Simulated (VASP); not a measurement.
# CuI (F-43m) in VASP: a series of runs, part 2 of 3

VASP 6.6.1. The steps go on from the part before.

## Step 3: Single point, PBEsol, non-collinear spin, zero start, spin-orbit coupling

This run uses another cell than the first one, of 26.19 Å³/atom.

The input, INCAR:

```
PREC     = Accurate       # precision mode
ENCUT    = 520            # plane-wave cutoff, eV
EDIFF    = 1E-6           # SCF threshold, eV
ISMEAR   = -1             # smearing method
SIGMA    = 0.05           # smearing width, eV
LREAL    = False          # projectors in reciprocal space
LASPH    = True           # aspherical terms in the spheres
NELM     = 150            # most SCF steps
ALGO     = Normal         # electronic algorithm
ISIF     = 2              # what is computed and relaxed
LWAVE    = False          # write WAVECAR
LCHARG   = False          # write CHGCAR
MAGMOM   = 0 0 0 0 0 0    # initial moments
LORBIT   = 11             # projections on sites
LSORBIT  = True           # spin-orbit coupling
GGA_COMPAT= False        
LORBMOM  = True         
LMAXMIX  = 4              # l up to which the mixer works
GGA      = PS             # functional
NBANDS   = 30             # bands
```

The input, KPOINTS:

```
regular mesh
0
Gamma
  8 8 8
```

The input, POSCAR:

```
CuI
1.0
    0.0000000000      2.9696152886      2.9696152886
    2.9696152886      0.0000000000      2.9696152886
    2.9696152886      2.9696152886      0.0000000000
I Cu
1 1
Direct
    0.0000000000      0.0000000000      0.0000000000
    0.7500000000      0.7500000000      0.7500000000
```

Potentials or basis: VASP PAW PBE potentials, release 64 (I, Cu).

On the command line:

```bash
cat potpaw_PBE.64/I/POTCAR potpaw_PBE.64/Cu/POTCAR > POTCAR
mpirun -np 1 vasp_ncl > vasp.out
```

OUTCAR:

```text
PREC = Accurate
   ENCUT = 520
   EDIFF = 1E-6
   ISMEAR = -1
   LREAL = False
   LASPH = True
   NELM = 150
   ISIF = 2
   LORBIT = 11
   LSORBIT = True
   GGA = PS

 ion  position               nearest neighbor table
   1  0.000  0.000  0.000-   2 2.57   2 2.57   2 2.57   2 2.57
   2  0.750  0.750  0.750-   1 2.57   1 2.57   1 2.57   1 2.57

  LATTYP: Found a face centered cubic cell.
 ALAT       =     5.9392305772

  Lattice vectors:

 A1 = (   0.0000000000,   2.9696152886,   2.9696152886)
 A2 = (   2.9696152886,   0.0000000000,   2.9696152886)
 A3 = (   2.9696152886,   2.9696152886,   0.0000000000)

Analysis of symmetry for initial positions (statically):
=====================================================================
 Subroutine PRICEL returns:
 Original cell was already a primitive cell.

 Routine SETGRP: Setting up the symmetry group for a
 face centered cubic supercell.

 Subroutine GETGRP returns: Found 24 space group operations
 (whereof 24 operations were pure point group operations)
 out of a pool of 48 trial point group operations.

The static configuration has the point symmetry T_d .

Analysis of symmetry for dynamics (positions and initial velocities):
=====================================================================
 Subroutine PRICEL returns:
 Original cell was already a primitive cell.

 Routine SETGRP: Setting up the symmetry group for a
 face centered cubic supercell.

 Subroutine GETGRP returns: Found 24 space group operations
 (whereof 24 operations were pure point group operations)
 out of a pool of 48 trial point group operations.

The dynamic configuration has the point symmetry T_d .

Analysis of structural, dynamic, and magnetic symmetry:
=====================================================================
 Subroutine PRICEL returns:
 Original cell was already a primitive cell.

 Routine SETGRP: Setting up the symmetry group for a
 face centered cubic supercell.

 Subroutine GETGRP returns: Found 24 space group operations
 (whereof 24 operations were pure point group operations)
 out of a pool of 48 trial point group operations.

The overall configuration has the point symmetry T_d .

 Subroutine INISYM returns: Found 24 space group operations
 (whereof 24 operations are pure point group operations),
 and found     1 'primitive' translations

----------------------------------------------------------------------------------------

                                     Primitive cell

  volume of cell :      52.3758

  direct lattice vectors                    reciprocal lattice vectors
     0.000000000  2.969615289  2.969615289    -0.168371978  0.168371978  0.168371978
     2.969615289  0.000000000  2.969615289     0.168371978 -0.168371978  0.168371978
     2.969615289  2.969615289  0.000000000     0.168371978  0.168371978 -0.168371978

  length of vectors
[... 935 lines left out ...]
------------------------ aborting loop because EDIFF is reached ----------------------------------------

  FORCE on cell =-STRESS in cart. coord.  units (eV):
  Direction    XX          YY          ZZ          XY          YZ          ZX
  --------------------------------------------------------------------------------------
  -------------------------------------------------------------------------------------
  Total        0.0765887      0.0765887      0.0765887      0.0000000      0.0000000      0.0000000
  in kB        2.3428518      2.3428518      2.3428518      0.0000000      0.0000000      0.0000000
  external PRESSURE =       2.3428518 kB  Pullay stress =       0.0000000 kB

 VOLUME and BASIS-vectors are now :
 -----------------------------------------------------------------------------
  energy-cutoff  :      520.00
  volume of cell :       52.38
      direct lattice vectors                 reciprocal lattice vectors
     0.000000000  2.969615289  2.969615289    -0.168371978  0.168371978  0.168371978
     2.969615289  0.000000000  2.969615289     0.168371978 -0.168371978  0.168371978
     2.969615289  2.969615289  0.000000000     0.168371978  0.168371978 -0.168371978

 POSITION                                       TOTAL-FORCE (eV/Angst)
 -----------------------------------------------------------------------------------
      0.00000      0.00000      0.00000         0.000000      0.000000     -0.000000
      4.45442      4.45442      4.45442        -0.000000     -0.000000      0.000000
 -----------------------------------------------------------------------------------
    total drift:                                0.000000      0.000000      0.000000

  FREE ENERGIE OF THE ION-ELECTRON SYSTEM (eV)
  ---------------------------------------------------
  free  energy   TOTEN  =        -6.4508651390 eV

  energy  without entropy=       -6.4508648863  energy(sigma->0) =       -6.45086501

 orbital moment (x)

 # of ion     p       d       tot
 ----------------------------------------
  1         0.000   0.000   0.000
  2         0.000  -0.000   0.000
 ----------------------------------------
            0.000  -0.000   0.000

 orbital moment (y)

 # of ion     p       d       tot
 ----------------------------------------
  1        -0.000   0.000  -0.000
  2        -0.000   0.000   0.000
 ----------------------------------------
           -0.000   0.000   0.000

 orbital moment (z)

 # of ion     p       d       tot
 ----------------------------------------
  1         0.000   0.000   0.000
  2        -0.000   0.000  -0.000
 ----------------------------------------
           -0.000   0.000  -0.000

 Spin-Orbit-Coupling matrix elements

 Ion:    1  E_soc:     -0.2528464
 l=   1
     0.0000000    -0.0419744    -0.0419744
    -0.0419744     0.0000000    -0.0419744
    -0.0419744    -0.0419744     0.0000000
 l=   2
     0.0000000    -0.0000557     0.0000000    -0.0000557    -0.0001110
    -0.0000557     0.0000000    -0.0000833    -0.0000557    -0.0000278
     0.0000000    -0.0000833     0.0000000    -0.0000833     0.0000000
    -0.0000557    -0.0000557    -0.0000833     0.0000000    -0.0000278
    -0.0001110    -0.0000278     0.0000000    -0.0000278     0.0000000
 l=   3
     0.0000000     0.0000000     0.0000000     0.0000000     0.0000000     0.0000000     0.0000000
     0.0000000     0.0000000     0.0000000     0.0000000     0.0000000     0.0000000     0.0000000
     0.0000000     0.0000000     0.0000000     0.0000000     0.0000000     0.0000000     0.0000000
     0.0000000     0.0000000     0.0000000     0.0000000     0.0000000     0.0000000     0.0000000
     0.0000000     0.0000000     0.0000000     0.0000000     0.0000000     0.0000000     0.0000000
     0.0000000     0.0000000     0.0000000     0.0000000     0.0000000     0.0000000     0.0000000
     0.0000000     0.0000000     0.0000000     0.0000000     0.0000000     0.0000000     0.0000000

 Ion:    2  E_soc:     -0.0103643
 l=   1
     0.0000000    -0.0004212    -0.0004212
    -0.0004212     0.0000000    -0.0004212
    -0.0004212    -0.0004212     0.0000000
 l=   2
     0.0000000    -0.0002635     0.0000000    -0.0002635    -0.0010427
    -0.0002635     0.0000000    -0.0007820    -0.0002635    -0.0002607
     0.0000000    -0.0007820     0.0000000    -0.0007820     0.0000000
    -0.0002635    -0.0002635    -0.0007820     0.0000000    -0.0002607
    -0.0010427    -0.0002607     0.0000000    -0.0002607     0.0000000
 l=   3
     0.0000000     0.0000000     0.0000000     0.0000000     0.0000000     0.0000000     0.0000000
     0.0000000     0.0000000     0.0000000     0.0000000     0.0000000     0.0000000     0.0000000
     0.0000000     0.0000000     0.0000000     0.0000000     0.0000000     0.0000000     0.0000000
     0.0000000     0.0000000     0.0000000     0.0000000     0.0000000     0.0000000     0.0000000
     0.0000000     0.0000000     0.0000000     0.0000000     0.0000000     0.0000000     0.0000000
     0.0000000     0.0000000     0.0000000     0.0000000     0.0000000     0.0000000     0.0000000
     0.0000000     0.0000000     0.0000000     0.0000000     0.0000000     0.0000000     0.0000000

 total charge

# of ion       s       p       d       tot
------------------------------------------
    1        1.490   2.758   0.064   4.311
    2        0.353   0.302   9.321   9.977
--------------------------------------------------
tot          1.843   3.060   9.385  14.288

 magnetization (x)

# of ion       s       p       d       tot
------------------------------------------
    1       -0.000  -0.000  -0.000  -0.000
    2        0.000  -0.000   0.000   0.000
--------------------------------------------------
tot          0.000  -0.000   0.000  -0.000

 magnetization (y)

# of ion       s       p       d       tot
------------------------------------------
    1        0.000  -0.000   0.000  -0.000
    2        0.000   0.000  -0.000  -0.000
--------------------------------------------------
tot          0.000  -0.000  -0.000  -0.000

 magnetization (z)

# of ion       s       p       d       tot
------------------------------------------
    1       -0.000  -0.000  -0.000  -0.000
    2        0.000   0.000  -0.000   0.000
--------------------------------------------------
tot          0.000  -0.000  -0.000   0.000
```

It took 74 s on 1 thread of AMD EPYC 9R45 (Zen 5), shared host; peak memory 0.33 GiB.

Results:

* Free energy: -6.4509 eV
* Pressure: 0.2 GPa
* Net moment: 0.00 μB per cell
* Valence electrons inside the program's atomic spheres: I 4.31; Cu 9.98

Moments on the atoms (μB; x, y, z):
```
I   0.00 0.00 0.00
Cu  0.00 0.00 0.00
```

Caveat: the PAW data sets were made with another functional, which shifts forces and pressure a little.

## Step 4: Single point, PBEsol, non-collinear spin, zero start, spin-orbit coupling

This run uses another cell than the first one, of 26.75 Å³/atom.

The input, INCAR:

```
  PREC = Accurate
  ENCUT = 520
  EDIFF = 1E-6
  ISMEAR = -1
  SIGMA = 0.05
  LREAL = F
  LASPH = T
  NELM = 150
  ALGO = Normal
  ISIF = 2
  LWAVE = F
  LCHARG = F
  MAGMOM = 0 0 0 0 0 0
  LORBIT = 11
  LSORBIT = T
  GGA_COMPAT = F
  LORBMOM = T
  LMAXMIX = 4
  GGA = PS
  NBANDS = 30
```

The input, KPOINTS:

```
Automatic mesh
0
Gamma
  8 8 8
```

The input, POSCAR:

```
CuI
1.0
    0.0000000000      2.9905287613      2.9905287613
    2.9905287613      0.0000000000      2.9905287613
    2.9905287613      2.9905287613      0.0000000000
I Cu
1 1
Direct
    0.0000000000      0.0000000000      0.0000000000
    0.7500000000      0.7500000000      0.7500000000
```

Potentials or basis: VASP PAW PBE potentials, release 64 (I, Cu).

On the command line:

```bash
cat potpaw_PBE.64/I/POTCAR potpaw_PBE.64/Cu/POTCAR > POTCAR
mpirun -np 1 vasp_ncl > vasp.out
```

OUTCAR:

```text
PREC = Accurate
   ENCUT = 520
   EDIFF = 1E-6
   ISMEAR = -1
   LREAL = F
   LASPH = T
   NELM = 150
   ISIF = 2
   LORBIT = 11
   LSORBIT = T
   GGA = PS

 ion  position               nearest neighbor table
   1  0.000  0.000  0.000-   2 2.59   2 2.59   2 2.59   2 2.59
   2  0.750  0.750  0.750-   1 2.59   1 2.59   1 2.59   1 2.59

  LATTYP: Found a face centered cubic cell.
 ALAT       =     5.9810575226

  Lattice vectors:

 A1 = (   0.0000000000,   2.9905287613,   2.9905287613)
 A2 = (   2.9905287613,   0.0000000000,   2.9905287613)
 A3 = (   2.9905287613,   2.9905287613,   0.0000000000)

Analysis of symmetry for initial positions (statically):
=====================================================================
 Subroutine PRICEL returns:
 Original cell was already a primitive cell.

 Routine SETGRP: Setting up the symmetry group for a
 face centered cubic supercell.

 Subroutine GETGRP returns: Found 24 space group operations
 (whereof 24 operations were pure point group operations)
 out of a pool of 48 trial point group operations.

The static configuration has the point symmetry T_d .

Analysis of symmetry for dynamics (positions and initial velocities):
=====================================================================
 Subroutine PRICEL returns:
 Original cell was already a primitive cell.

 Routine SETGRP: Setting up the symmetry group for a
 face centered cubic supercell.

 Subroutine GETGRP returns: Found 24 space group operations
 (whereof 24 operations were pure point group operations)
 out of a pool of 48 trial point group operations.

The dynamic configuration has the point symmetry T_d .

Analysis of structural, dynamic, and magnetic symmetry:
=====================================================================
 Subroutine PRICEL returns:
 Original cell was already a primitive cell.

 Routine SETGRP: Setting up the symmetry group for a
 face centered cubic supercell.

 Subroutine GETGRP returns: Found 24 space group operations
 (whereof 24 operations were pure point group operations)
 out of a pool of 48 trial point group operations.

The overall configuration has the point symmetry T_d .

 Subroutine INISYM returns: Found 24 space group operations
 (whereof 24 operations are pure point group operations),
 and found     1 'primitive' translations

----------------------------------------------------------------------------------------

                                     Primitive cell

  volume of cell :      53.4902

  direct lattice vectors                    reciprocal lattice vectors
     0.000000000  2.990528761  2.990528761    -0.167194513  0.167194513  0.167194513
     2.990528761  0.000000000  2.990528761     0.167194513 -0.167194513  0.167194513
     2.990528761  2.990528761  0.000000000     0.167194513  0.167194513 -0.167194513

  length of vectors
[... 934 lines left out ...]

------------------------ aborting loop because EDIFF is reached ----------------------------------------

  FORCE on cell =-STRESS in cart. coord.  units (eV):
  Direction    XX          YY          ZZ          XY          YZ          ZX
  --------------------------------------------------------------------------------------
  -------------------------------------------------------------------------------------
  Total       -0.2548768     -0.2548768     -0.2548768      0.0000000     -0.0000000      0.0000000
  in kB       -7.6342606     -7.6342606     -7.6342606      0.0000000     -0.0000000      0.0000000
  external PRESSURE =      -7.6342606 kB  Pullay stress =       0.0000000 kB

 VOLUME and BASIS-vectors are now :
 -----------------------------------------------------------------------------
  energy-cutoff  :      520.00
  volume of cell :       53.49
      direct lattice vectors                 reciprocal lattice vectors
     0.000000000  2.990528761  2.990528761    -0.167194513  0.167194513  0.167194513
     2.990528761  0.000000000  2.990528761     0.167194513 -0.167194513  0.167194513
     2.990528761  2.990528761  0.000000000     0.167194513  0.167194513 -0.167194513

 POSITION                                       TOTAL-FORCE (eV/Angst)
 -----------------------------------------------------------------------------------
      0.00000      0.00000      0.00000        -0.000000     -0.000000     -0.000000
      4.48579      4.48579      4.48579         0.000000      0.000000      0.000000
 -----------------------------------------------------------------------------------
    total drift:                                0.000000      0.000000      0.000000

  FREE ENERGIE OF THE ION-ELECTRON SYSTEM (eV)
  ---------------------------------------------------
  free  energy   TOTEN  =        -6.4488553200 eV

  energy  without entropy=       -6.4488548971  energy(sigma->0) =       -6.44885511

 orbital moment (x)

 # of ion     p       d       tot
 ----------------------------------------
  1        -0.000  -0.000  -0.000
  2        -0.000   0.000   0.000
 ----------------------------------------
           -0.000   0.000  -0.000

 orbital moment (y)

 # of ion     p       d       tot
 ----------------------------------------
  1         0.000   0.000   0.000
  2         0.000  -0.000  -0.000
 ----------------------------------------
            0.000  -0.000   0.000

 orbital moment (z)

 # of ion     p       d       tot
 ----------------------------------------
  1         0.000   0.000   0.000
  2        -0.000  -0.000  -0.000
 ----------------------------------------
           -0.000  -0.000  -0.000

 Spin-Orbit-Coupling matrix elements

 Ion:    1  E_soc:     -0.2539408
 l=   1
     0.0000000    -0.0421645    -0.0421645
    -0.0421645     0.0000000    -0.0421645
    -0.0421645    -0.0421645     0.0000000
 l=   2
     0.0000000    -0.0000534     0.0000000    -0.0000534    -0.0001055
    -0.0000534     0.0000000    -0.0000791    -0.0000534    -0.0000264
     0.0000000    -0.0000791     0.0000000    -0.0000791     0.0000000
    -0.0000534    -0.0000534    -0.0000791     0.0000000    -0.0000264
    -0.0001055    -0.0000264     0.0000000    -0.0000264     0.0000000
 l=   3
     0.0000000     0.0000000     0.0000000     0.0000000     0.0000000     0.0000000     0.0000000
     0.0000000     0.0000000     0.0000000     0.0000000     0.0000000     0.0000000     0.0000000
     0.0000000     0.0000000     0.0000000     0.0000000     0.0000000     0.0000000     0.0000000
     0.0000000     0.0000000     0.0000000     0.0000000     0.0000000     0.0000000     0.0000000
     0.0000000     0.0000000     0.0000000     0.0000000     0.0000000     0.0000000     0.0000000
     0.0000000     0.0000000     0.0000000     0.0000000     0.0000000     0.0000000     0.0000000
     0.0000000     0.0000000     0.0000000     0.0000000     0.0000000     0.0000000     0.0000000

 Ion:    2  E_soc:     -0.0102671
 l=   1
     0.0000000    -0.0004080    -0.0004080
    -0.0004080     0.0000000    -0.0004080
    -0.0004080    -0.0004080     0.0000000
 l=   2
     0.0000000    -0.0002616     0.0000000    -0.0002616    -0.0010417
    -0.0002616     0.0000000    -0.0007813    -0.0002616    -0.0002604
     0.0000000    -0.0007813     0.0000000    -0.0007813     0.0000000
    -0.0002616    -0.0002616    -0.0007813     0.0000000    -0.0002604
    -0.0010417    -0.0002604     0.0000000    -0.0002604     0.0000000
 l=   3
     0.0000000     0.0000000     0.0000000     0.0000000     0.0000000     0.0000000     0.0000000
     0.0000000     0.0000000     0.0000000     0.0000000     0.0000000     0.0000000     0.0000000
     0.0000000     0.0000000     0.0000000     0.0000000     0.0000000     0.0000000     0.0000000
     0.0000000     0.0000000     0.0000000     0.0000000     0.0000000     0.0000000     0.0000000
     0.0000000     0.0000000     0.0000000     0.0000000     0.0000000     0.0000000     0.0000000
     0.0000000     0.0000000     0.0000000     0.0000000     0.0000000     0.0000000     0.0000000
     0.0000000     0.0000000     0.0000000     0.0000000     0.0000000     0.0000000     0.0000000

 total charge

# of ion       s       p       d       tot
------------------------------------------
    1        1.490   2.751   0.060   4.302
    2        0.346   0.288   9.323   9.957
--------------------------------------------------
tot          1.836   3.040   9.383  14.259

 magnetization (x)

# of ion       s       p       d       tot
------------------------------------------
    1       -0.000   0.000   0.000   0.000
    2        0.000   0.000  -0.000   0.000
--------------------------------------------------
tot          0.000   0.000  -0.000   0.000

 magnetization (y)

# of ion       s       p       d       tot
------------------------------------------
    1        0.000  -0.000   0.000  -0.000
    2        0.000   0.000   0.000   0.000
--------------------------------------------------
tot          0.000  -0.000   0.000  -0.000

 magnetization (z)

# of ion       s       p       d       tot
------------------------------------------
    1       -0.000   0.000   0.000   0.000
    2       -0.000   0.000  -0.000  -0.000
--------------------------------------------------
tot         -0.000   0.000   0.000  -0.000
```

It took 74 s on 1 thread of AMD EPYC 9R45 (Zen 5), shared host; peak memory 0.34 GiB.

What came out:

```
Free energy                                           : -6.4489 eV
Pressure                                              : -0.8 GPa
Net moment                                            : 0.00 μB per cell
Valence electrons inside the program's atomic spheres : I 4.30; Cu 9.96
```

Moments on the atoms (μB; x, y, z):
```
I   0.00 0.00 0.00
Cu  0.00 0.00 0.00
```

Caveat: the PAW data sets were made with another functional, which shifts forces and pressure a little.

(Continued in part 3 of 3.)
